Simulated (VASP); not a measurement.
Runs of VASP 6.6.1 on Si. The structure is that of space group I4/mmm (No. 139), or close to it. The cells are those of the table. 

```csv
cell,gap on the mesh (eV),pressure (GPa)
"a = 2.670 Å, angles 104.3, 104.3, 120.3°, 1 atom",none,(a)
"a = 2.617 Å, angles 104.3, 104.3, 120.3°, 1 atom",none,4.0
"a = 2.653 Å, angles 104.3, 104.3, 120.3°, 1 atom",none,(b)
"a = 2.635 Å, angles 104.3, 104.3, 120.3°, 1 atom",none,1.7
"a = 2.599 Å, angles 104.3, 104.3, 120.3°, 1 atom",none,6.6
```

Alike in all rows: task single point; level LDA; potentials or basis VASP PAW LDA potentials, release 64 (Si); no spin polarisation; k mesh 14 × 14 × 14; cutoff (eV) 520; smearing methfessel-paxton 0.15 eV.

Problem. Estimate the missing entries.

Solution. (a) -2.1; (b) -0.4.

A gap of «none» marks levels without a gap at the run's occupations.
